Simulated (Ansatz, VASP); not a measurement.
## One calculation of Al3Cu, two programs

```xyz
4
Lattice="3.9551 0.0000 0.0000 0.0000 3.9551 0.0000 0.0000 0.0000 3.9551" Properties=species:S:1:pos:R:3 pbc="T T T"
Al    0.0000    1.9775    1.9775
Al    1.9775    0.0000    1.9775
Al    1.9775    1.9775    0.0000
Cu    0.0000    0.0000    0.0000
```

Alike in both runs: task single point; functional LDA; k mesh 12 × 12 × 12; occupations gaussian, width 0.15 eV; no spin polarisation.

|  | VASP | Ansatz |
| --- | --- | --- |
| version | VASP 6.6.1 | Ansatz 0.2.0 |
| potentials or method | VASP PAW LDA potentials, release 64 (Al, Cu), cutoff 520 eV | scalar-relativistic, plane waves, PAW |
| valence electrons in the cell | 20 | 28 |

```tsv
	VASP	Ansatz	Ansatz less VASP
gap on the k mesh at the Fermi level (eV)	none	none	-
pressure (GPa)	-6.8	-6.9	-0.11
```

Ansatz warns that its potentials were made for another functional, while VASP's fit it. LDA's correlation is that of Perdew and Zunger in VASP and of Perdew and Wang (1992) in Ansatz. A gap of «none» marks a metal or a gap that the smearing closes. VASP's potentials hold 20 valence electrons a cell and Ansatz's 28, so a difference there can come from the potentials and not from the codes.
